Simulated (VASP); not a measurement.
Crystal: KSrCl3.

```
K Sr Cl
1.0
     5.63620    0.00000    0.00000
     0.00000    5.63620    0.00000
     0.00000    0.00000    5.63620
K Sr Cl
1 1 3
Direct
  0.00000 0.00000 0.00000
  0.50000 0.50000 0.50000
  0.50000 0.50000 0.00000
  0.50000 0.00000 0.50000
  0.00000 0.50000 0.50000
```

Base run:

```yaml
Program: VASP 6.6.1
Functional: r2SCAN
Potentials_or_basis: VASP PAW PBE potentials, release 64 (K_sv, Sr_sv, Cl)
Cutoff: 520 eV
k_mesh: 4 × 4 × 4
Occupations: gaussian, width 0.01 eV
Spin: no spin polarisation
```

Its results: band gap on the k mesh 5.19 eV, indirect (least direct gap 5.41 eV); pressure 0.0 GPa.

Problem. The run is repeated on the same cell with these changes: functional from r2SCAN to PBE. What comes out?

Solution. Band gap on the k mesh 4.48 eV, indirect (least direct gap 4.69 eV); pressure 0.5 GPa.

r2SCAN gives the wider gap, since meta-GGAs in the generalised Kohn-Sham scheme recover part of the derivative discontinuity.

Caveats: the PAW data sets were made with another functional, which shifts forces and pressure a little (some runs).

A k mesh can miss the band edges.
